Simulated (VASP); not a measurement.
Write the native input for VASP 6.6.1 that does the following.

```yaml
Task: relaxation of cell and atoms
Functional: PBE
Potentials_or_basis: VASP PAW PBE potentials, release 64 (Ir)
Cutoff: 600 eV
k_mesh: 17 × 17 × 17
Occupations: fermi-dirac, width 0.08 eV
Spin: no spin polarisation
Dipole_correction: no
Further_INCAR_settings: ALGO = Normal; EDIFF = 1e-06; IBRION = 2; EDIFFG = -0.005; NSW = 60; ISIF = 3
```

The structure of Ir lies in POSCAR:

```
Ir
1.0
    2.5022678089      0.0000000000      0.0000000000
    0.0000000000      2.5022678089      0.0000000000
    0.0000000000      0.0000000000      2.5022678089
Ir
1
Direct
    0.0000000000      0.0000000000      0.0000000000
```

The input as run:

INCAR

```
ALGO = Normal
EDIFF = 1E-6
EDIFFG = -0.005
ENCUT = 600
GGA = PE
IBRION = 2
ISIF = 3
ISMEAR = -1
LASPH = True
LCHARG = False
LREAL = False
LWAVE = False
NELM = 80
NSW = 60
PREC = Accurate
SIGMA = 0.08
```

KPOINTS

```
k-points
0
Gamma
  17 17 17
```

Potentials or basis: VASP PAW PBE potentials, release 64 (Ir).

The run is started by

```sh
$ cat potpaw_PBE.64/Ir/POTCAR > POTCAR
$ mpirun -np 1 vasp_std > vasp.out
```

It gave:

| Quantity | Value |
| --- | --- |
| Relaxed volume | 17.00 Å³/atom |
| Relaxed cell | a = 2.571 Å, b = 2.571 Å, c = 2.571 Å, α = 90.00°, β = 90.00°, γ = 90.00° |
| Space group after relaxing (to 0.05 Å) | Pm-3m (No. 221) |
| Energy gained by relaxing | 94.9 meV/atom |
| Ionic steps | 18 |
| Pressure after relaxing | 0.0 GPa |

It took 54 s on 1 thread of Intel(R) Xeon(R) Platinum 8375C CPU @ 2.90GHz (Ice Lake) (shared host), peak memory 0.15 GiB.
